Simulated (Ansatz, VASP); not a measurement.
**K in VASP and in Ansatz**

```xyz
1
Lattice="-2.6699 2.6699 2.6699 2.6699 -2.6699 2.6699 2.6699 2.6699 -2.6699" Properties=species:S:1:pos:R:3 pbc="T T T"
K     0.0000    0.0000    0.0000
```

Alike in both runs: task single point; functional r2SCAN; k mesh 5 × 5 × 5; occupations fermi-dirac, width 0.1 eV; no spin polarisation.

|  | VASP | Ansatz |
| --- | --- | --- |
| version | VASP 6.6.1 | Ansatz 0.2.0 |
| potentials or method | VASP PAW PBE potentials, release 64 (K_sv), cutoff 520 eV | plane waves (500 eV) with PAW, scalar-relativistic |
| valence electrons in the cell | 9 | 9 |

|  | VASP | Ansatz | Ansatz less VASP |
| --- | --- | --- | --- |
| pressure (GPa) | 0.0 | 0.0 | +0.02 |

VASP's potentials were made for PBE, not for r2SCAN.
